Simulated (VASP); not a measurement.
Set up this calculation in VASP 6.6.1, as the native input.

* Task: single point
* Functional: PBEsol
* Potentials or basis: VASP PAW PBE potentials, release 64 (Si, C)
* Cutoff: 520 eV
* k mesh: 6 × 6 × 2
* Occupations: gaussian, width 0.1 eV
* Spin: no spin polarisation
* Dipole correction: no
* Further INCAR settings: ALGO = Normal; EDIFF = 1e-07; NBANDS = 26

The structure of SiC lies in POSCAR:

```
SiC
1.0
    3.0756941500      0.0000000000      0.0000000000
   -1.5378470700      2.6636292700      0.0000000000
    0.0000000000      0.0000000000     10.0706464800
Si C
4 4
Direct
    0.6666666700      0.3333333300      0.9378419800
    0.3333333300      0.6666666700      0.4378419800
    0.0000000000      0.0000000000      0.6878943800
    0.0000000000      0.0000000000      0.1878943800
    0.6666666700      0.3333333300      0.7498025900
    0.3333333300      0.6666666700      0.2498025900
    0.0000000000      0.0000000000      0.5004600500
    0.0000000000      0.0000000000      0.0004600500
```

These files were run (other wordings do the same):

INCAR

```
ALGO = Normal
EDIFF = 1E-7
ENCUT = 520
GGA = PS
ISIF = 2
ISMEAR = 0
LASPH = T
LCHARG = F
LREAL = F
LWAVE = F
NBANDS = 26
NELM = 80
PREC = Accurate
SIGMA = 0.1
```

KPOINTS

```
k-points
0
Gamma
  6 6 2
```

Potentials or basis: VASP PAW PBE potentials, release 64 (Si, C).

Run with:

```bash
$ cat potpaw_PBE.64/Si/POTCAR potpaw_PBE.64/C/POTCAR > POTCAR
$ mpirun -np 1 vasp_std > vasp.out
```

Results of the run:

The pressure is 0.8 GPa and the largest force is 0.006 eV/Å. The band gap on the k mesh is 2.11 eV (least direct gap 3.23 eV).

Caveat: the PAW data sets were made with another functional, which shifts forces and pressure a little.

Wall time 36 s on 1 thread of Intel(R) Xeon(R) Platinum 8259CL CPU @ 2.50GHz (Skylake/Cascade Lake), with other jobs on the host, peak memory 0.19 GiB.
